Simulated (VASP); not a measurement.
Runs of VASP 6.6.1 on SnO2. The structure is that of space group P4_2/mnm (No. 136), or close to it. The cells are those of the table. 

```tsv
cell	gap on the mesh (eV)	pressure (GPa)	largest force (eV/Å)
a = 4.769, b = 4.769, c = 3.208 Å, 6 atoms	(b)	-4.0	(a)
a = 4.737, b = 4.737, c = 3.186 Å, angles 90.6°, 6 atoms	1.14	0.1	0.14
a = 4.722, b = 4.722, c = 3.176 Å, 6 atoms	(d)	2.3	0.01
a = 4.738, b = 4.738, c = 3.187 Å, angles 91.1°, 6 atoms	1.14	0.3	0.26
a = 4.800, b = 4.800, c = 3.228 Å, 6 atoms	0.69	-7.7	(c)
```

Alike in all rows: task electric field gradients; level LDA; potentials or basis VASP PAW LDA potentials, release 64 (Sn_d, O); no spin polarisation; k mesh 4 × 4 × 6; cutoff (eV) 520; smearing fermi-dirac 0.03 eV.

Task: Estimate the missing entries.

Result: (a) 0.11; (b) 0.91; (c) 0.17; (d) 1.26.

Caveats: spin-orbit coupling is left out, which moves the levels of the heavy elements.

A k mesh can miss the band edges, and the runs leave out spin-orbit coupling on Sn.
